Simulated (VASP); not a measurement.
CaF2 (Fluorite): single point with PBEsol

Crystal: CaF2 (Fluorite).

```
Ca F
1.0
     0.00000    2.80197    2.80197
     2.80197    0.00000    2.80197
     2.80197    2.80197    0.00000
Ca F
1 2
Direct
  0.00000 0.00000 0.00000
  0.25000 0.25000 0.25000
  0.75000 0.75000 0.75000
```

```
Program                : VASP 6.6.1
Task                   : single point
Functional             : PBEsol
Potentials or basis    : VASP PAW PBE potentials, release 64 (Ca_sv, F)
Cutoff                 : 600 eV
k mesh                 : 6 × 6 × 6
Occupations            : fermi-dirac, width 0.02 eV
Spin                   : no spin polarisation
Dipole correction      : no
Further INCAR settings : ALGO = Normal; EDIFF = 1e-06; NBANDS = 19
```

```json
{
  "Pressure": "-6.8 GPa",
  "Band gap on the k mesh": "6.67 eV, indirect (least direct gap 6.91 eV)"
}
```

Levels at points of the mesh, in eV from the valence-band top:
```tsv
k point	band 8	band 9	band 10	band 11	band 12	band 13	band 14	band 15	band 16	band 17
(0.00, 0.00, 0.00)	-1.91	-1.91	-0.24	-0.24	-0.24	6.67	8.82	8.82	10.63	10.63
(0.50, 0.00, 0.00)	-1.36	-1.22	-1.16	-0.79	-0.79	9.01	9.01	9.21	10.17	10.41
(0.50, 0.50, 0.00)	-1.56	-1.56	-0.33	-0.33	0.00	7.81	9.04	9.66	10.35	10.35
```

Wall time 21 s on 1 thread of AMD EPYC 9R45 (Zen 5), with other jobs on the host, peak memory 0.14 GiB.

Caveat: the PAW data sets were made with another functional, which shifts forces and pressure a little. A k mesh can miss the band edges.
